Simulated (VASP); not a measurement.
# Ge (P6_3/mmc) in VASP: further runs, part 2 of 2

VASP 6.6.1. Earlier steps stand in the parts before.

### 4 Single point, r2SCAN (equal strain along all axes, cell held: +3.0 %, then relaxed in part)

Contents of POSCAR:

```
Ge
1.0
    4.1155181624      0.0000000000      0.0000000000
   -2.0577590812      3.5641432784      0.0000000000
    0.0000000000      0.0000000000      6.8007922887
Ge
4
Direct
    0.6666666667      0.3333333333      0.0627408829
    0.3333333333      0.6666666667      0.5627408829
    0.6666666667      0.3333333333      0.4372591171
    0.3333333333      0.6666666667      0.9372591171
```

Contents of INCAR.step1:

```
SYSTEM = Ge
PREC = Accurate
ENCUT = 520
ISMEAR = 0
SIGMA = 0.01
LREAL = .FALSE.
LASPH = .TRUE.
NELM = 80
NBANDS = 36
GGA = PE
ALGO = Normal
EDIFF = 1E-4
LWAVE = .TRUE.
LCHARG = .FALSE.
```

Contents of INCAR.step2:

```
SYSTEM = Ge
PREC = Accurate
ENCUT = 520
EDIFF = 1E-7
ISMEAR = 0
SIGMA = 0.01
LREAL = .FALSE.
LASPH = .TRUE.
NELM = 80
ALGO = Normal
ISIF = 2
LWAVE = .FALSE.
LCHARG = .TRUE.
METAGGA = R2SCAN
LMIXTAU = .TRUE.
LELF = .TRUE.
LVHAR = .TRUE.
NBANDS = 36
ISTART = 1
```

Contents of KPOINTS:

```
regular mesh
0
G
  12 12 6
  0 0 0
```

Potentials or basis: VASP PAW PBE potentials, release 64 (Ge_d).

The run is started by

```sh
> cat potpaw_PBE.64/Ge_d/POTCAR > POTCAR
> cp INCAR.step1 INCAR
> mpirun -np 1 vasp_std > vasp.out
> cp INCAR.step2 INCAR
> mpirun -np 1 vasp_std > vasp.out
```

OUTCAR:

```text
SYSTEM = Ge
   PREC = Accurate
   ENCUT = 520
   EDIFF = 1E-7
   ISMEAR = 0
   LREAL = .FALSE.
   LASPH = .TRUE.
   NELM = 80
   ISIF = 2
   METAGGA = R2SCAN
   ISTART = 1

 ion  position               nearest neighbor table
   1  0.667  0.333  0.063-   4 2.52   4 2.52   4 2.52   3 2.55
   2  0.333  0.667  0.563-   3 2.52   3 2.52   3 2.52   4 2.55
   3  0.667  0.333  0.437-   2 2.52   2 2.52   2 2.52   1 2.55
   4  0.333  0.667  0.937-   1 2.52   1 2.52   1 2.52   2 2.55

  LATTYP: Found a hexagonal cell.
 ALAT       =     4.1155181624
 C/A-ratio  =     1.6524753434

  Lattice vectors:

 A1 = (   4.1155181624,   0.0000000000,   0.0000000000)
 A2 = (  -2.0577590812,   3.5641432784,   0.0000000000)
 A3 = (   0.0000000000,   0.0000000000,   6.8007922887)

Analysis of symmetry for initial positions (statically):
=====================================================================
 Subroutine PRICEL returns:
 Original cell was already a primitive cell.

 Routine SETGRP: Setting up the symmetry group for a
 hexagonal supercell.

 Subroutine GETGRP returns: Found 24 space group operations
 (whereof 12 operations were pure point group operations)
 out of a pool of 24 trial point group operations.

The static configuration has the point symmetry D_3d.
 The point group associated with its full space group is D_6h.

Analysis of symmetry for dynamics (positions and initial velocities):
=====================================================================
 Subroutine PRICEL returns:
 Original cell was already a primitive cell.

 Routine SETGRP: Setting up the symmetry group for a
 hexagonal supercell.

 Subroutine GETGRP returns: Found 24 space group operations
 (whereof 12 operations were pure point group operations)
 out of a pool of 24 trial point group operations.

The dynamic configuration has the point symmetry D_3d.
 The point group associated with its full space group is D_6h.

 Subroutine INISYM returns: Found 24 space group operations
 (whereof 12 operations are pure point group operations),
[... 120 lines left out ...]
     AMIX_MAG =   1.60;   BMIX_MAG =  1.00
  volume/ion in A,a.u.               =      24.94       168.30
  Fermi-wavevector in a.u.,A,eV,Ry     =   1.350489  2.552055 24.814592  1.823821
  Thomas-Fermi vector in A             =   2.477989
   LORBIT       =      0    0 simple, 1 ext, 2 COOP (PROOUT), +10 PAW based schemes
   METAGGA = R2SCAN    functional components
   LHFCALC =     F    Hartree Fock is set to
   AEXX    =    0.0000 exact exchange contribution
   IVDW    =     0    specifies the selected vdW correction
   LEPSILON=     F    determine dielectric tensor
   LRPA    =     F    only Hartree local field effects (RPA)
 non-spin polarized calculation
 Gauss-broadening in eV      SIGMA  =   0.01
  energy-cutoff  :      520.00
  volume of cell :       99.76
 maximum number of plane-waves:      2738
 NGX is ok and might be reduce to    32
   NGX = 15   NGY = 15   NGZ = 25

 number of electron      56.0000018 magnetization

 Free energy of the ion-electron system (eV)
  ---------------------------------------------------
  ext. energy  EPLUGINS =         0.00000000
  ---------------------------------------------------
  free energy    TOTEN  =       -55.27750461 eV

  energy without entropy =      -55.27750461  energy(sigma->0) =      -55.27750461

 E-fermi :   3.9379     XC(G=0): -10.3175

 val. band max:        3.8972750786   @ k =   0.0000   0.0000   0.0000
 cond. band min:       3.9824858478   @ k =   0.0000   0.0000   0.1667
 fundamental gap:      0.0852107692
 Fermi energy:         3.9378750939

 k-point     1 :       0.0000    0.0000    0.0000
  band No.  band energies     occupation
      1     -21.5113      2.00000
      2     -21.5112      2.00000
      3     -21.4802      2.00000
      4     -21.4802      2.00000
      5     -21.4787      2.00000
      6     -21.4671      2.00000
[... 925 lines left out ...]
     35      11.0777      0.00000
     36      11.5371      0.00000

 [... further k-points ...]

------------------------ aborting loop because EDIFF is reached ----------------------------------------

  FORCE on cell =-STRESS in cart. coord.  units (eV):
  Direction    XX          YY          ZZ          XY          YZ          ZX
  --------------------------------------------------------------------------------------
  -------------------------------------------------------------------------------------
  Total       -3.1180081     -3.1180081     -3.2004427      0.0000000      0.0000000      0.0000000
  in kB      -50.0781915    -50.0781915    -51.4021696      0.0000000      0.0000000      0.0000000
  external PRESSURE =     -50.5195175 kB  Pullay stress =       0.0000000 kB

 VOLUME and BASIS-vectors are now :
 -----------------------------------------------------------------------------
  energy-cutoff  :      520.00
  volume of cell :       99.76
      direct lattice vectors                 reciprocal lattice vectors
     4.115518162  0.000000000  0.000000000     0.242982769  0.140286167  0.000000000
    -2.057759081  3.564143278  0.000000000     0.000000000  0.280572334  0.000000000
     0.000000000  0.000000000  6.800792289     0.000000000  0.000000000  0.147041691

 POSITION                                       TOTAL-FORCE (eV/Angst)
 -----------------------------------------------------------------------------------
      2.05776      1.18805      0.42669        -0.000000      0.000000      0.008121
     -0.00000      2.37610      3.82708         0.000000     -0.000000      0.008121
      2.05776      1.18805      2.97371        -0.000000      0.000000     -0.008121
     -0.00000      2.37610      6.37410         0.000000     -0.000000     -0.008121
 -----------------------------------------------------------------------------------
    total drift:                               -0.000000      0.000000     -0.000000

  FREE ENERGIE OF THE ION-ELECTRON SYSTEM (eV)
  ---------------------------------------------------
  free  energy   TOTEN  =       -55.2775046089 eV

  energy  without entropy=      -55.2775046089  energy(sigma->0) =      -55.27750461
```

It took 30 min on 1 thread of Oxide Virtual Turin-like, shared host; peak memory 0.32 GiB.

Results:

```yaml
Free_energy: -55.2775 eV
Pressure: -5.1 GPa
Largest_force: 0.008 eV/Å
Band_gap_on_the_k_mesh: 0.09 eV (least direct gap 0.10 eV)
```

Forces on the atoms (eV/Å):
```
Ge   0.000  0.000  0.008
Ge   0.000  0.000  0.008
Ge   0.000  0.000 -0.008
Ge   0.000  0.000 -0.008
```

Caveat: the cell differs from its parent crystal (equal strain along all axes, cell held: +3.0 %, then relaxed in part); the cell stands under tension; the PAW data sets were made with another functional, which shifts forces and pressure a little. A k mesh can miss the band edges.

### 5 Overview

| cell | gap on the mesh (eV) | pressure (GPa) |
| --- | --- | --- |
| a = 4.126, b = 4.126, c = 6.812 Å, angles 90.0, 90.0, 120.0°, 4 atoms, atomic positions A | 0.07 | -5.3 |
| a = 4.056, b = 4.056, c = 6.702 Å, angles 90.0, 90.0, 120.0°, 4 atoms, atomic positions B | 0.04 | -2.8 |
| a = 4.116, b = 4.116, c = 6.801 Å, angles 90.0, 90.0, 120.0°, 4 atoms, atomic positions A | 0.09 | -5.1 |

Alike in all rows: task single point; level r2SCAN; potentials or basis VASP PAW PBE potentials, release 64 (Ge_d); no spin polarisation; k mesh 12 × 12 × 6; cutoff (eV) 520; smearing gaussian 0.01 eV.

Caveats: the PAW data sets were made with another functional, which shifts forces and pressure a little; the cell stands under tension (at least some runs).

Total energies depend on the potentials used, so only differences within one code and one set of settings carry meaning.
